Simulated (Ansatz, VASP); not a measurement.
## Ir: VASP beside Ansatz

```xyz
1
Lattice="0.0000 1.9221 1.9221 1.9221 0.0000 1.9221 1.9221 1.9221 0.0000" Properties=species:S:1:pos:R:3 pbc="T T T"
Ir    0.0000    0.0000    0.0000
```

Alike in both runs: functional r2SCAN; k mesh 18 × 18 × 18; occupations gaussian, width 0.1 eV; no spin polarisation.

Ansatz relaxed the structure, and its values are those at the end. VASP's run is a single point on that final structure, the one shown.

|  | VASP | Ansatz |
| --- | --- | --- |
| version | VASP 6.6.1 | Ansatz 0.2.0 |
| potentials or method | VASP PAW PBE potentials, release 64 (Ir), cutoff 520 eV | scalar-relativistic, plane waves, PAW |
| valence electrons in the cell | 9 | 17 |

Ansatz gave:

| Property | Result |
| --- | --- |
| gap on the k mesh at the Fermi level (eV) | none |
| pressure (GPa) | 0.0 |

Q: Estimate VASP's values.

A: gap on the k mesh at the Fermi level (eV): none; pressure (GPa): 2.5.

VASP's potentials were made for PBE, not for r2SCAN. A gap of «none» marks a metal or a gap that the smearing closes. The functional is the same, so the differences come from potentials, cutoffs and numerics. VASP's potentials hold 9 valence electrons a cell and Ansatz's 17, so a difference there can come from the potentials and not from the codes.

Spin-orbit coupling is off throughout.
